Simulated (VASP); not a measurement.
# Cr (P6_3/mmc) in VASP: notebook

The runs below take Cr through single point, with PBE.

Everything below comes from runs of VASP 6.6.1. Logs are shortened: lines on timing, memory, paths and dates and some standing lists are left out, and cuts for length are marked.

## 1. The cell of the first run

It takes space group P6_3/mmc (No. 194, hexagonal). The conventional cell has a = 2.418 Å, b = 2.418 Å, c = 4.332 Å, α = 90.00°, β = 90.00°, γ = 120.00°. Within 3.2 Å of Cr (site symmetry -6m2) lie 12 Cr at 2.42 to 2.58 Å.

## 2. Single point, PBE, collinear spin, antiferromagnetic start (volume scaled by 0.92)

Contents of INCAR:

```
PREC = Accurate ; ENCUT = 520
EDIFF = 1E-7 ; ISMEAR = -1
SIGMA = 0.05 ; LREAL = False
LASPH = True ; NELM = 150
ALGO = Normal ; ISIF = 2
LWAVE = False ; LCHARG = False
ISPIN = 2 ; MAGMOM = 1.5 -1.5
LORBIT = 11 ; LMAXMIX = 4
GGA = PE ; NBANDS = 23
```

Contents of KPOINTS:

```
Automatic mesh
0
Gamma
  16 16 8
```

Contents of POSCAR:

```
Cr
1.0
    2.4176036308      0.0000000000      0.0000000000
   -1.2088018154      2.0937061606      0.0000000000
    0.0000000000      0.0000000000      4.3318909841
Cr
2
Direct
    0.3333333333      0.6666666667      0.2500000000
    0.6666666667      0.3333333333      0.7500000000
```

Potentials or basis: VASP PAW PBE potentials, release 64 (Cr_pv).

Command:

```console
> cat potpaw_PBE.64/Cr_pv/POTCAR > POTCAR
> mpirun -np 1 vasp_std > vasp.out
```

OUTCAR:

```text
PREC = Accurate
   ENCUT = 520
   EDIFF = 1E-7
   ISMEAR = -1
   LREAL = False
   LASPH = True
   NELM = 150
   ISIF = 2
   ISPIN = 2
   LORBIT = 11
   GGA = PE

 ion  position               nearest neighbor table
   1  0.333  0.667  0.250-   2 2.58   2 2.58   2 2.58   2 2.58   2 2.58   2 2.58
   2  0.667  0.333  0.750-   1 2.58   1 2.58   1 2.58   1 2.58   1 2.58   1 2.58

  LATTYP: Found a hexagonal cell.
 ALAT       =     2.4176036308
 C/A-ratio  =     1.7918119120

  Lattice vectors:

 A1 = (   2.4176036308,   0.0000000000,   0.0000000000)
 A2 = (  -1.2088018154,   2.0937061606,   0.0000000000)
 A3 = (   0.0000000000,   0.0000000000,   4.3318909841)

Analysis of symmetry for initial positions (statically):
=====================================================================
 Subroutine PRICEL returns:
 Original cell was already a primitive cell.

 Routine SETGRP: Setting up the symmetry group for a
 hexagonal supercell.

 Subroutine GETGRP returns: Found 24 space group operations
 (whereof 12 operations were pure point group operations)
 out of a pool of 24 trial point group operations.

The static configuration has the point symmetry D_3d.
 The point group associated with its full space group is D_6h.

Analysis of symmetry for dynamics (positions and initial velocities):
=====================================================================
 Subroutine PRICEL returns:
 Original cell was already a primitive cell.

 Routine SETGRP: Setting up the symmetry group for a
 hexagonal supercell.

 Subroutine GETGRP returns: Found 24 space group operations
 (whereof 12 operations were pure point group operations)
 out of a pool of 24 trial point group operations.

The dynamic configuration has the point symmetry D_3d.
 The point group associated with its full space group is D_6h.

Analysis of structural, dynamic, and magnetic symmetry:
=====================================================================
 Subroutine PRICEL returns:
 Original cell was already a primitive cell.

 Routine SETGRP: Setting up the symmetry group for a
 hexagonal supercell.

 Subroutine GETGRP returns: Found 24 space group operations
 (whereof 12 operations were pure point group operations)
 out of a pool of 24 trial point group operations.

The overall configuration has the point symmetry D_3d.
 The point group associated with its full space group is D_6h.

 Subroutine INISYM returns: Found 24 space group operations
 (whereof 12 operations are pure point group operations),
 and found     1 'primitive' translations

----------------------------------------------------------------------------------------

                                     Primitive cell

  volume of cell :      21.9270

  direct lattice vectors                    reciprocal lattice vectors
     2.417603631  0.000000000  0.000000000     0.413632734  0.238810970  0.000000000
    -1.208801815  2.093706161  0.000000000     0.000000000  0.477621941  0.000000000
     0.000000000  0.000000000  4.331890984     0.000000000  0.000000000  0.230846068

  length of vectors
     2.417603631  2.417603631  4.331890984     0.477621941  0.477621941  0.230846068

  position of ions in fractional coordinates (direct lattice)
     0.333333333  0.666666667  0.250000000
     0.666666667  0.333333333  0.750000000

  ion indices of the primitive-cell ions
   primitive index   ion index
                 1           1
                 2           2

----------------------------------------------------------------------------------------

 KPOINTS: Automatic mesh

Automatic generation of k-mesh.
 Grid dimensions read from file:
 generate k-points for:   16   16    8

 Generating k-lattice:

  Cartesian coordinates                     Fractional coordinates (reciprocal lattice)
     0.025852046  0.014925686  0.000000000     0.062500000  0.000000000  0.000000000
     0.000000000  0.029851371  0.000000000     0.000000000  0.062500000  0.000000000
     0.000000000  0.000000000  0.028855758     0.000000000  0.000000000  0.125000000

  Length of vectors
     0.029851371  0.029851371  0.028855758

  Shift w.r.t. Gamma in fractional coordinates (k-lattice)
     0.000000000  0.000000000  0.000000000

 Subroutine IBZKPT returns following result:
 ===========================================

 Found    150 irreducible k-points:

 Following reciprocal coordinates:
            Coordinates               Weight
  0.000000  0.000000  0.000000      1.000000
  0.062500  0.000000  0.000000      6.000000
  0.125000  0.000000  0.000000      6.000000
  0.187500  0.000000  0.000000      6.000000
  0.250000  0.000000  0.000000      6.000000
  0.312500 -0.000000  0.000000      6.000000
[... 16 lines left out ...]
  0.187500  0.187500  0.000000      6.000000
  0.250000  0.187500  0.000000     12.000000
 [... further k-points ...]
   k-points           NKPTS =    150   k-points in BZ     NKDIM =    150   number of bands    NBANDS=     23
   number of dos      NEDOS =    301   number of ions     NIONS =      2
   total plane-waves  NPLWV =  10368
   dimension x,y,z NGX =    18 NGY =   18 NGZ =   32
   dimension x,y,z NGXF=    36 NGYF=   36 NGZF=   64
   ions per type =               2
   NGX,Y,Z   is equivalent  to a cutoff of  12.38, 12.38, 12.28 a.u.
   NGXF,Y,Z  is equivalent  to a cutoff of  24.76, 24.76, 24.56 a.u.
 SYSTEM =  unknown system
   PREC   = accura    normal or accurate (medium, high low for compatibility)
   ISTART =      0    job   : 0-new  1-cont  2-samecut
   ICHARG =      2    charge: 1-file 2-atom 10-const
   ISPIN  =      2    spin polarized calculation?
   LNONCOLLINEAR =      F non collinear calculations
   LSORBIT =      F    spin-orbit coupling
   LASPH  =      T    aspherical Exc in radial PAW
   ENCUT  =  520.0 eV  38.22 Ry    6.18 a.u.   4.50  4.50  8.05*2*pi/ulx,y,z
   NELM   =    150;   NELMIN=  2; NELMDL= -5     # of ELM steps
   EDIFF  = 0.1E-06   stopping-criterion for ELM
   LREAL  =      F    real-space projection
   EDIFFG = 0.1E-05   stopping-criterion for IOM
   NSW    =      0    number of steps for IOM
   IBRION =     -1    ionic relax: 0-MD 1-quasi-New 2-CG
   NFREE  =      0    steps in history (QN), initial steepest desc. (CG)
   ISIF   =      2    stress and relaxation
   ISYM   =      2    0-nonsym 1-usesym 2-fastsym
   POTIM  = 0.5000    time-step for ionic-motion
   TEBEG  =    0.0;   TEEND  =   0.0 temperature during run
   PSTRESS=    0.0 pullay stress
   NELECT =      24.0000    total number of electrons
   NUPDOWN=      -1.0000    fix difference up-down
   EMIN   =  10.00;   EMAX   =-10.00  energy-range for DOS
   EFERMI =   0.00;   METHOD = LEGACY
   ISMEAR =    -1;   SIGMA  =   0.05  broadening in eV -4-tet -1-fermi 0-gaus
   EFERMI_NEDOS =   21; number of points for ismear=-14 and -15
   IALGO  =     38    algorithm
   IMIX   =      4    mixing-type and parameters
     AMIX     =   0.40;   BMIX     =  1.00
     AMIX_MAG =   1.60;   BMIX_MAG =  1.00
  volume/ion in A,a.u.               =      10.96        73.99
  Fermi-wavevector in a.u.,A,eV,Ry     =   1.687145  3.188242 38.728425  2.846459
  Thomas-Fermi vector in A             =   2.769683
   LORBIT       =     11    0 simple, 1 ext, 2 COOP (PROOUT), +10 PAW based schemes
   GGA     = PE    functional components
   LHFCALC =     F    Hartree Fock is set to
   AEXX    =    0.0000 exact exchange contribution
   IVDW    =     0    specifies the selected vdW correction
   LEPSILON=     F    determine dielectric tensor
   LRPA    =     F    only Hartree local field effects (RPA)
 spin polarized calculation
  energy-cutoff  :      520.00
  volume of cell :       21.93
 maximum number of plane-waves:       606
 NGX is ok and might be reduce to    18
   NGX =  9   NGY =  9   NGZ = 17

 number of electron      23.9999998 magnetization       0.0000000

 number of electron      23.9999998 magnetization      -0.0000000

 Free energy of the ion-electron system (eV)
  ---------------------------------------------------
  ext. energy  EPLUGINS =         0.00000000
  ---------------------------------------------------
  free energy    TOTEN  =       -18.10961803 eV

  energy without entropy =      -18.08418397  energy(sigma->0) =      -18.09690100

 E-fermi :  11.5654     XC(G=0): -13.9542

 val. band max:       11.5616615935   @ k =   0.1250   0.0000   0.5000
 cond. band min:      11.5668232147   @ k =   0.3750   0.1250   0.1250
 fundamental gap:      0.0051616212
 Fermi energy:        11.5653911203

 spin component 1

 k-point     1 :       0.0000    0.0000    0.0000
  band No.  band energies     occupation
      1     -31.7815      1.00000
      2     -30.9093      1.00000
      3     -30.7285      1.00000
      4     -30.7285      1.00000
      5     -30.6476      1.00000
      6     -30.6476      1.00000
[... 15 lines left out ...]
     22      32.1924      0.00000
     23      32.3027      0.00000

 k-point     2 :       0.0625    0.0000    0.0000
  band No.  band energies     occupation
      1     -31.7675      1.00000
      2     -30.9104      1.00000
      3     -30.7710      1.00000
      4     -30.7399      1.00000
      5     -30.6909      1.00000
      6     -30.6551      1.00000
[... 15 lines left out ...]
     22      32.2485      0.00000
     23      32.3947      0.00000

 k-point     3 :       0.1250    0.0000    0.0000
  band No.  band energies     occupation
      1     -31.7267      1.00000
      2     -30.9145      1.00000
      3     -30.8918      1.00000
      4     -30.8127      1.00000
      5     -30.7719      1.00000
      6     -30.6771      1.00000
[... 15 lines left out ...]
     22      31.6536      0.00000
     23      32.9373      0.00000
[... 495 lines left out ...]
 k-point    23 :       0.1875    0.1875    0.0000
  band No.  band energies     occupation
      1     -31.4732      1.00000
      2     -31.4254      1.00000
      3     -31.4100      1.00000
      4     -30.9911      1.00000
      5     -30.9664      1.00000
      6     -30.9020      1.00000
[... 15 lines left out ...]
     22      26.5086      0.00000
     23      27.2040      0.00000

 k-point    24 :       0.2500    0.1875    0.0000
  band No.  band energies     occupation
      1     -31.5572      1.00000
      2     -31.5023      1.00000
      3     -31.3916      1.00000
      4     -31.0821      1.00000
      5     -30.9963      1.00000
      6     -30.9811      1.00000
[... 15 lines left out ...]
     22      24.6787      0.00000
     23      26.0483      0.00000

 [... further k-points ...]

 spin component 2

 k-point     1 :       0.0000    0.0000    0.0000
  band No.  band energies     occupation
      1     -31.7815      1.00000
      2     -30.9093      1.00000
      3     -30.7285      1.00000
      4     -30.7285      1.00000
      5     -30.6476      1.00000
      6     -30.6476      1.00000
[... 15 lines left out ...]
     22      32.1924      0.00000
     23      32.3027      0.00000

 k-point     2 :       0.0625    0.0000    0.0000
  band No.  band energies     occupation
      1     -31.7675      1.00000
      2     -30.9104      1.00000
      3     -30.7710      1.00000
      4     -30.7399      1.00000
      5     -30.6909      1.00000
      6     -30.6551      1.00000
[... 15 lines left out ...]
     22      32.2485      0.00000
     23      32.3947      0.00000

 k-point     3 :       0.1250    0.0000    0.0000
  band No.  band energies     occupation
      1     -31.7267      1.00000
      2     -30.9145      1.00000
      3     -30.8918      1.00000
      4     -30.8127      1.00000
      5     -30.7719      1.00000
      6     -30.6771      1.00000
[... 15 lines left out ...]
     22      31.6536      0.00000
     23      32.9373      0.00000
[... 495 lines left out ...]
 k-point    23 :       0.1875    0.1875    0.0000
  band No.  band energies     occupation
      1     -31.4732      1.00000
      2     -31.4254      1.00000
      3     -31.4100      1.00000
      4     -30.9911      1.00000
      5     -30.9664      1.00000
      6     -30.9020      1.00000
[... 15 lines left out ...]
     22      26.5086      0.00000
     23      27.2040      0.00000

 k-point    24 :       0.2500    0.1875    0.0000
  band No.  band energies     occupation
      1     -31.5572      1.00000
      2     -31.5023      1.00000
      3     -31.3916      1.00000
      4     -31.0821      1.00000
      5     -30.9963      1.00000
      6     -30.9811      1.00000
[... 15 lines left out ...]
     22      24.6787      0.00000
     23      26.0483      0.00000

 [... further k-points ...]

------------------------ aborting loop because EDIFF is reached ----------------------------------------

  FORCE on cell =-STRESS in cart. coord.  units (eV):
  Direction    XX          YY          ZZ          XY          YZ          ZX
  --------------------------------------------------------------------------------------
  -------------------------------------------------------------------------------------
  Total        3.2679321      3.2679321      2.8617896     -0.0000000     -0.0000000      0.0000000
  in kB      238.7840165    238.7840165    209.1076567     -0.0000000     -0.0000000      0.0000000
  external PRESSURE =     228.8918966 kB  Pullay stress =       0.0000000 kB

 VOLUME and BASIS-vectors are now :
 -----------------------------------------------------------------------------
  energy-cutoff  :      520.00
  volume of cell :       21.93
      direct lattice vectors                 reciprocal lattice vectors
     2.417603631  0.000000000  0.000000000     0.413632734  0.238810970  0.000000000
    -1.208801815  2.093706161  0.000000000     0.000000000  0.477621941  0.000000000
     0.000000000  0.000000000  4.331890984     0.000000000  0.000000000  0.230846068

 POSITION                                       TOTAL-FORCE (eV/Angst)
 -----------------------------------------------------------------------------------
     -0.00000      1.39580      1.08297         0.000000     -0.000000      0.000000
      1.20880      0.69790      3.24892        -0.000000      0.000000      0.000000
 -----------------------------------------------------------------------------------
    total drift:                               -0.000000      0.000000     -0.000000

  FREE ENERGIE OF THE ION-ELECTRON SYSTEM (eV)
  ---------------------------------------------------
  free  energy   TOTEN  =       -18.1096180303 eV

  energy  without entropy=      -18.0841839659  energy(sigma->0) =      -18.09690100

 total charge

# of ion       s       p       d       tot
------------------------------------------
    1        0.472   6.420   4.318  11.210
    2        0.472   6.420   4.318  11.210
--------------------------------------------------
tot          0.944  12.840   8.636  22.420

 magnetization (x)

# of ion       s       p       d       tot
------------------------------------------
    1       -0.000  -0.000  -0.000  -0.000
    2        0.000   0.000   0.000   0.000
--------------------------------------------------
tot          0.000   0.000   0.000   0.000
```

Wall time 95 s (1 thread of AMD EPYC 7R13 (Zen 3), shared host); peak memory 0.18 GiB.

Results:

| Property | Result |
| --- | --- |
| Free energy | -18.1096 eV |
| Pressure | 22.9 GPa |
| Band gap on the k mesh | zero (filled and empty bands overlap) |
| Net moment | 0.00 μB per cell |
| Valence electrons inside the program's atomic spheres | Cr 11.21 |

Caveat: the starting moments collapsed, and a magnetic state may lie lower.

(Continued in part 2 of 2.)
